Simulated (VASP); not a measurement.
# Zn36HNO35 (a cell with a defect) in VASP: single point with PBE

Aim: the single point of Zn36HNO35 (a cell with a defect) with PBE.

Program: VASP 6.6.1. These are calculated values, not measurements. Logs are shortened: lines on timing, memory, paths and dates and some standing lists are left out, and cuts for length are marked.

## Step 1: The cell of the first run

The cell holds a defect, 73 atoms: a = 9.838 Å, b = 9.838 Å, c = 10.588 Å, α = 90.00°, β = 90.00°, γ = 120.00°.

## Step 2: Single point, PBE

INCAR

```
SYSTEM = Zn36HNO35
ALGO = Normal
EDIFF = 1E-7
ENCUT = 520
GGA = PE
ISIF = 2
ISMEAR = 0
LASPH = .TRUE.
LCHARG = .FALSE.
LREAL = Auto
LWAVE = .FALSE.
NBANDS = 366
NELM = 80
PREC = Accurate
SIGMA = 0.02
```

KPOINTS

```
k-points
0
G
  1 1 1
  0 0 0
```

POSCAR

```
Zn36HNO35
1.0
    9.8384282164      0.0000000000      0.0000000000
   -4.9192141082      8.5203287687      0.0000000000
    0.0000000000      0.0000000000     10.5875275229
Zn N O H
36 1 35 1
Direct
    0.1180707815      0.2152625518      0.2456891420
    0.1101118504      0.2232214829      0.7460617165
    0.1125939667      0.5531622926      0.2493268967
    0.1112494743      0.5553898353      0.7502553422
    0.0977509713      0.8816208494      0.2586396130
    0.1101397370      0.8880870141      0.7486569461
    0.4517124839      0.2355823620      0.2586396130
    0.4452463193      0.2231935964      0.7486569461
    0.4452689366      0.5582628315      0.2498224273
    0.4437407166      0.5565331822      0.7505304201
    0.4422979035      0.8910354298      0.2505161537
    0.4436079352      0.8897253982      0.7519465790
    0.7801710407      0.2207393666      0.2493268967
    0.7779434981      0.2220838590      0.7502553422
    0.7793838216      0.5539495117      0.2508545171
    0.7780435689      0.5552897644      0.7518590773
    0.7750705019      0.8880643967      0.2498224273
    0.7768001512      0.8895926167      0.7505304201
    0.2239257448      0.1094075885      0.5007787728
    0.2163092846      0.1170240488      0.9924534586
    0.2225924533      0.4420444622      0.4976479502
    0.2220012407      0.4467522800      0.9998761165
    0.2223948307      0.7750398325      0.5010460399
    0.2191489737      0.7792321258      1.0012081829
    0.5582935008      0.1109385026      0.5010460399
    0.5541012075      0.1141843597      1.0012081829
    0.5577771998      0.4480423142      0.5029617494
    0.5545382182      0.4446482106      0.9999852887
    0.5548960669      0.7784372664      0.5008135841
    0.5539610711      0.7793722622      1.0001685761
    0.8912888712      0.1107408800      0.4976479502
    0.8865810533      0.1113320926      0.9998761165
    0.8898129142      0.4435204191      0.5003564274
    0.8885315074      0.4448018260      1.0001863385
    0.8852910191      0.7755561335      0.5029617494
    0.8886851227      0.7787951152      0.9999852887
    0.2328980551      0.1004352782      0.1837250382
    0.2219573610      0.1113759723      0.6896055540
    0.2227061367      0.4397184154      0.1890517835
    0.2225507577      0.4453402435      0.6869372980
    0.2186648554      0.7762990664      0.1911334753
    0.2222183085      0.7773352031      0.6898562340
    0.5570342669      0.1146684779      0.1911334753
    0.5559981302      0.1111150248      0.6898562340
    0.5593307711      0.4506066868      0.1892281637
    0.5561385917      0.4466207318      0.6910191510
    0.5533794883      0.7799538450      0.1893495053
    0.5545935955      0.7787397378      0.6899233072
    0.8936149179      0.1106271966      0.1890517835
    0.8879930899      0.1107825756      0.6869372980
    0.8901258525      0.4432074809      0.1893112137
    0.8889235259      0.4444098074      0.6895936552
    0.8827266465      0.7740025622      0.1892281637
    0.8867126015      0.7771947416      0.6910191510
    0.1137710981      0.2195622353      0.4353545918
    0.1066933304      0.2266400029      0.9345204209
    0.1116749491      0.5537034443      0.4386191805
    0.1107912983      0.5573021596      0.9395175724
    0.1083581922      0.8850332061      0.4456554866
    0.1092342472      0.8898198923      0.9368308209
    0.4483001272      0.2249751411      0.4456554866
    0.4435134410      0.2240990861      0.9368308209
    0.4455339023      0.5564528030      0.4390118700
    0.4439313143      0.5569868379      0.9396643221
    0.4440422641      0.8892910693      0.4396188030
    0.4425395664      0.8907937669      0.9411891339
    0.7796298890      0.2216583843      0.4386191805
    0.7760311738      0.2225420351      0.9395175724
    0.7786788833      0.5546544500      0.4399654933
    0.7774624528      0.5558708805      0.9404485411
    0.7768805303      0.8877994310      0.4390118700
    0.7763464954      0.8894020190      0.9396643221
    0.2903021144      0.0430312189      0.1526378652
```

Potentials or basis: VASP PAW PBE potentials, release 64 (Zn, N, O, H).

Command:

```console
> cat potpaw_PBE.64/Zn/POTCAR potpaw_PBE.64/N/POTCAR potpaw_PBE.64/O/POTCAR potpaw_PBE.64/H/POTCAR > POTCAR
> mpirun -np 1 vasp_gam > vasp.out
```

OUTCAR:

```text
SYSTEM = Zn36HNO35
   EDIFF = 1E-7
   ENCUT = 520
   GGA = PE
   ISIF = 2
   ISMEAR = 0
   LASPH = .TRUE.
   LREAL = Auto
   NELM = 80
   PREC = Accurate

 ion  position               nearest neighbor table
   1  0.118  0.215  0.246-  39 2.01  49 2.01  55 2.01  37 2.06
   2  0.110  0.223  0.746-  50 1.99  40 1.99  56 2.00  38 2.00
   3  0.113  0.553  0.249-  51 2.00  41 2.00  57 2.00  39 2.01
   4  0.111  0.555  0.750-  42 2.00  52 2.00  40 2.00  58 2.00
   5  0.098  0.882  0.259-  53 1.97  59 1.98  37 2.04  41 2.06
   6  0.110  0.888  0.749-  60 1.99  42 2.00  54 2.00  38 2.00
[... 28 lines left out ...]
  35  0.885  0.776  0.503-  54 1.99  59 2.00  69 2.00  71 2.00
  36  0.889  0.779  1.000-  60 1.99  70 2.00  72 2.00  53 2.00
  37  0.233  0.100  0.184-  73 1.03   5 2.04   7 2.04  20 2.04   1 2.06
  38  0.222  0.111  0.690-   2 2.00  19 2.00   6 2.00   8 2.00
  39  0.223  0.440  0.189-   9 2.00  22 2.00   1 2.01   3 2.01
  40  0.223  0.445  0.687-   2 1.99  10 2.00   4 2.00  21 2.00
  41  0.219  0.776  0.191-   3 2.00  11 2.01  24 2.01   5 2.06
  42  0.222  0.777  0.690-   4 2.00  12 2.00   6 2.00  23 2.00
  43  0.557  0.115  0.191-  13 2.00  11 2.01  26 2.01   7 2.06
[... 27 lines left out ...]
  71  0.777  0.888  0.439-  35 2.00  31 2.00  29 2.00  17 2.00
  72  0.776  0.889  0.940-  32 2.00  30 2.00  18 2.00  36 2.00
  73  0.290  0.043  0.153-  37 1.03

  LATTYP: Found a hexagonal cell.
 ALAT       =     9.8384282164
 C/A-ratio  =     1.0761401405

  Lattice vectors:

 A1 = (   9.8384282164,   0.0000000000,   0.0000000000)
 A2 = (  -4.9192141082,   8.5203287687,   0.0000000000)
 A3 = (   0.0000000000,   0.0000000000,  10.5875275229)

Analysis of symmetry for initial positions (statically):
=====================================================================
 Subroutine PRICEL returns:
 Original cell was already a primitive cell.

 Routine SETGRP: Setting up the symmetry group for a
 hexagonal supercell.

 Subroutine GETGRP returns: Found  2 space group operations
 (whereof  1 operations were pure point group operations)
 out of a pool of 24 trial point group operations.

The static configuration has the point symmetry C_1 .
 The point group associated with its full space group is C_1h.

Analysis of symmetry for dynamics (positions and initial velocities):
=====================================================================
 Subroutine PRICEL returns:
 Original cell was already a primitive cell.

 Routine SETGRP: Setting up the symmetry group for a
 hexagonal supercell.

 Subroutine GETGRP returns: Found  2 space group operations
 (whereof  1 operations were pure point group operations)
 out of a pool of 24 trial point group operations.

The dynamic configuration has the point symmetry C_1 .
 The point group associated with its full space group is C_1h.

 Subroutine INISYM returns: Found  2 space group operations
 (whereof  1 operations are pure point group operations),
 and found     1 'primitive' translations

----------------------------------------------------------------------------------------

                                     Primitive cell

  volume of cell :     887.5169

  direct lattice vectors                    reciprocal lattice vectors
     9.838428216  0.000000000  0.000000000     0.101642252  0.058683182  0.000000000
    -4.919214108  8.520328769  0.000000000     0.000000000  0.117366363  0.000000000
     0.000000000  0.000000000 10.587527523     0.000000000  0.000000000  0.094450758

  length of vectors
     9.838428216  9.838428216 10.587527523     0.117366363  0.117366363  0.094450758

  position of ions in fractional coordinates (direct lattice)
     0.118070782  0.215262552  0.245689142
     0.110111850  0.223221483  0.746061717
     0.112593967  0.553162293  0.249326897
     0.111249474  0.555389835  0.750255342
     0.097750971  0.881620849  0.258639613
     0.110139737  0.888087014  0.748656946
[... 65 lines left out ...]
     0.776346495  0.889402019  0.939664322
     0.290302114  0.043031219  0.152637865

  ion indices of the primitive-cell ions
   primitive index   ion index
                 1           1
                 2           2
                 3           3
                 4           4
                 5           5
                 6           6
[... 65 lines left out ...]
                72          72
                73          73

----------------------------------------------------------------------------------------

 KPOINTS: k-points

Automatic generation of k-mesh.
 Grid dimensions read from file:
 generate k-points for:    1    1    1

 Generating k-lattice:

  Cartesian coordinates                     Fractional coordinates (reciprocal lattice)
     0.101642252  0.058683182  0.000000000     1.000000000 -0.000000000  0.000000000
     0.000000000  0.117366363  0.000000000     0.000000000  1.000000000  0.000000000
     0.000000000  0.000000000  0.094450758     0.000000000  0.000000000  1.000000000

  Length of vectors
     0.117366363  0.117366363  0.094450758

  Shift w.r.t. Gamma in fractional coordinates (k-lattice)
     0.000000000  0.000000000  0.000000000

 Subroutine IBZKPT returns following result:
 ===========================================

 Found      1 irreducible k-points:

 Following reciprocal coordinates:
            Coordinates               Weight
  0.000000  0.000000  0.000000      1.000000
   k-points           NKPTS =      1   k-points in BZ     NKDIM =      1   number of bands    NBANDS=    366
   number of dos      NEDOS =    301   number of ions     NIONS =     73
   total plane-waves  NPLWV = 512000
   dimension x,y,z NGX =    80 NGY =   80 NGZ =   80
   dimension x,y,z NGXF=   160 NGYF=  160 NGZF=  160
   ions per type =              36   1  35   1
   NGX,Y,Z   is equivalent  to a cutoff of  13.52, 13.52, 12.56 a.u.
   NGXF,Y,Z  is equivalent  to a cutoff of  27.04, 27.04, 25.12 a.u.
 SYSTEM =  Zn36HNO35
   PREC   = accura    normal or accurate (medium, high low for compatibility)
   ISTART =      0    job   : 0-new  1-cont  2-samecut
   ICHARG =      2    charge: 1-file 2-atom 10-const
   ISPIN  =      1    spin polarized calculation?
   LNONCOLLINEAR =      F non collinear calculations
   LSORBIT =      F    spin-orbit coupling
   LASPH  =      T    aspherical Exc in radial PAW
   ENCUT  =  520.0 eV  38.22 Ry    6.18 a.u.  18.29 18.29 19.69*2*pi/ulx,y,z
   NELM   =     80;   NELMIN=  2; NELMDL= -5     # of ELM steps
   EDIFF  = 0.1E-06   stopping-criterion for ELM
   LREAL  =      T    real-space projection
   EDIFFG = 0.1E-05   stopping-criterion for IOM
   NSW    =      0    number of steps for IOM
   IBRION =     -1    ionic relax: 0-MD 1-quasi-New 2-CG
   NFREE  =      0    steps in history (QN), initial steepest desc. (CG)
   ISIF   =      2    stress and relaxation
   ISYM   =      2    0-nonsym 1-usesym 2-fastsym
   POTIM  = 0.5000    time-step for ionic-motion
   TEBEG  =    0.0;   TEEND  =   0.0 temperature during run
   PSTRESS=    0.0 pullay stress
   NELECT =     648.0000    total number of electrons
   NUPDOWN=      -1.0000    fix difference up-down
   EMIN   =  10.00;   EMAX   =-10.00  energy-range for DOS
   EFERMI =   0.00;   METHOD = LEGACY
   ISMEAR =     0;   SIGMA  =   0.02  broadening in eV -4-tet -1-fermi 0-gaus
   EFERMI_NEDOS =   21; number of points for ismear=-14 and -15
   IALGO  =     38    algorithm
   IMIX   =      4    mixing-type and parameters
     AMIX     =   0.40;   BMIX     =  1.00
     AMIX_MAG =   1.60;   BMIX_MAG =  1.00
  volume/ion in A,a.u.               =      12.16        82.04
  Fermi-wavevector in a.u.,A,eV,Ry     =   1.474148  2.785735 29.566970  2.173111
  Thomas-Fermi vector in A             =   2.588954
   LORBIT       =      0    0 simple, 1 ext, 2 COOP (PROOUT), +10 PAW based schemes
   GGA     = PE    functional components
   LHFCALC =     F    Hartree Fock is set to
   AEXX    =    0.0000 exact exchange contribution
   IVDW    =     0    specifies the selected vdW correction
   LEPSILON=     F    determine dielectric tensor
   LRPA    =     F    only Hartree local field effects (RPA)
 non-spin polarized calculation
 Gauss-broadening in eV      SIGMA  =   0.02
  energy-cutoff  :      520.00
  volume of cell :      887.52
 maximum number of plane-waves:     11978
 NGX is ok and might be reduce to    80
   NGX = 37   NGY = 37   NGZ = 39

 number of electron     648.0000139 magnetization

 Free energy of the ion-electron system (eV)
  ---------------------------------------------------
  ext. energy  EPLUGINS =         0.00000000
  ---------------------------------------------------
  free energy    TOTEN  =      -322.83529354 eV

  energy without entropy =     -322.83529354  energy(sigma->0) =     -322.83529354

 E-fermi :   1.2224     XC(G=0): -10.7304

 val. band max:        1.0704788099   @ k =   0.0000   0.0000   0.0000
 cond. band min:       1.7126911372   @ k =   0.0000   0.0000   0.0000
 fundamental gap:      0.6422123273
 Fermi energy:         1.2223966699

 k-point     1 :       0.0000    0.0000    0.0000
  band No.  band energies     occupation
      1     -16.8332      2.00000
      2     -16.5223      2.00000
      3     -16.5039      2.00000
      4     -16.4146      2.00000
      5     -16.4075      2.00000
      6     -16.3973      2.00000
[... 328 lines left out ...]
    335       6.0350      0.00000
    336       6.0463      0.00000
 [bands above 336 left out]

------------------------ aborting loop because EDIFF is reached ----------------------------------------

  FORCE on cell =-STRESS in cart. coord.  units (eV):
  Direction    XX          YY          ZZ          XY          YZ          ZX
  --------------------------------------------------------------------------------------
  -------------------------------------------------------------------------------------
  Total        8.3438856     10.1925740      5.9982086      1.6010111     -0.7443553      1.2892602
  in kB       15.0626816     18.4000002     10.8281813      2.8902027     -1.3437369      2.3274188
  external PRESSURE =      14.7636210 kB  Pullay stress =       0.0000000 kB

 VOLUME and BASIS-vectors are now :
 -----------------------------------------------------------------------------
  energy-cutoff  :      520.00
  volume of cell :      887.52
      direct lattice vectors                 reciprocal lattice vectors
     9.838428216  0.000000000  0.000000000     0.101642252  0.058683182  0.000000000
    -4.919214108  8.520328769  0.000000000     0.000000000  0.117366363  0.000000000
     0.000000000  0.000000000 10.587527523     0.000000000  0.000000000  0.094450758

 POSITION                                       TOTAL-FORCE (eV/Angst)
 -----------------------------------------------------------------------------------
      0.10271      1.83411      2.60124         0.031526     -0.018202     -0.015506
     -0.01475      1.90192      7.89895         0.001742     -0.001006     -0.002101
     -1.61338      4.71312      2.63976         0.005886     -0.004106     -0.001960
     -1.63756      4.73210      7.94335         0.000661     -0.001813     -0.000406
     -3.37517      7.51170      2.73835         0.006857      0.011257     -0.007452
     -3.28509      7.56679      7.92643         0.001248     -0.000275     -0.006176
[... 65 lines left out ...]
      3.26287      7.57800      9.94872         0.001055     -0.003290      0.001314
      2.64444      0.36664      1.61606         0.014499     -0.008371     -0.006341
 -----------------------------------------------------------------------------------
    total drift:                                0.011102     -0.006877     -0.011718

  FREE ENERGIE OF THE ION-ELECTRON SYSTEM (eV)
  ---------------------------------------------------
  free  energy   TOTEN  =      -322.8352935369 eV

  energy  without entropy=     -322.8352935369  energy(sigma->0) =     -322.83529354
```

Wall time 12 min (1 thread of Intel Xeon Platinum 8375C at 2.90GHz (Ice Lake), shared host); peak memory 1.1 GiB.

What came out:

```
Free energy            : -322.8353 eV
Pressure               : 1.5 GPa
Largest force          : 0.040 eV/Å
Band gap on the k mesh : 0.64 eV
```

Forces on the atoms (eV/Å):
```
Zn   0.032 -0.018 -0.016
Zn   0.002 -0.001 -0.002
Zn   0.006 -0.004 -0.002
Zn   0.001 -0.002  0.000
Zn   0.007  0.011 -0.007
Zn   0.001  0.000 -0.006
Zn  -0.006 -0.012 -0.007
Zn   0.001 -0.001 -0.006
Zn  -0.004  0.001 -0.001
Zn  -0.002  0.000 -0.001
Zn  -0.002  0.001 -0.003
Zn   0.000  0.000  0.000
Zn   0.006 -0.003 -0.002
Zn   0.002  0.000  0.000
Zn   0.006 -0.004  0.002
Zn   0.002 -0.001 -0.002
Zn  -0.002  0.003 -0.001
Zn  -0.001  0.002 -0.001
Zn   0.000  0.000 -0.004
Zn   0.005 -0.003  0.011
Zn   0.000 -0.006 -0.001
Zn   0.000  0.000  0.001
Zn   0.003 -0.002 -0.003
Zn   0.000  0.002 -0.001
Zn   0.003 -0.001 -0.003
Zn  -0.002 -0.001 -0.001
Zn  -0.001  0.004 -0.002
Zn  -0.001  0.001  0.001
Zn   0.001  0.000 -0.001
Zn   0.000  0.000 -0.002
Zn   0.005  0.003 -0.001
Zn   0.000  0.000  0.001
Zn   0.002 -0.001 -0.001
Zn   0.000  0.000 -0.001
Zn  -0.004 -0.001 -0.002
Zn  -0.002  0.000  0.001
N   -0.010  0.006  0.005
O    0.002 -0.001  0.006
O    0.000 -0.001  0.003
O    0.000  0.005 -0.001
O   -0.014  0.008  0.006
O    0.000  0.000  0.001
O   -0.014  0.007  0.006
O    0.000  0.000  0.001
O   -0.001  0.005 -0.008
O   -0.001 -0.001  0.004
O   -0.003  0.002 -0.001
O   -0.003  0.002  0.000
O    0.001  0.001  0.003
O   -0.004 -0.003 -0.001
O    0.000  0.000  0.000
O   -0.002  0.001  0.002
O   -0.005 -0.001 -0.008
O    0.001  0.001  0.004
O   -0.004  0.002  0.002
O   -0.012  0.007  0.000
O    0.000  0.000  0.000
O   -0.002  0.004  0.000
O    0.003  0.001  0.011
O    0.004  0.007  0.006
O    0.000 -0.004  0.011
O   -0.004 -0.007  0.006
O    0.001  0.002  0.001
O    0.003  0.001  0.001
O   -0.001  0.001  0.000
O   -0.004  0.002  0.004
O    0.000  0.000  0.000
O   -0.004  0.000  0.000
O    0.002 -0.001 -0.002
O   -0.001  0.001  0.004
O   -0.001 -0.002  0.001
O    0.001 -0.003  0.001
H    0.014 -0.008 -0.006
```

Levels at points of the mesh, in eV from the valence-band top:
```csv
k point,band 321,band 322,band 323,band 324,band 325,band 326,band 327,band 328
"(0.00, 0.00, 0.00)",-0.31,-0.13,-0.08,0.00,0.64,3.26,3.28,4.00
```

Caveat: the k points lie up to 0.74 Å⁻¹ apart.
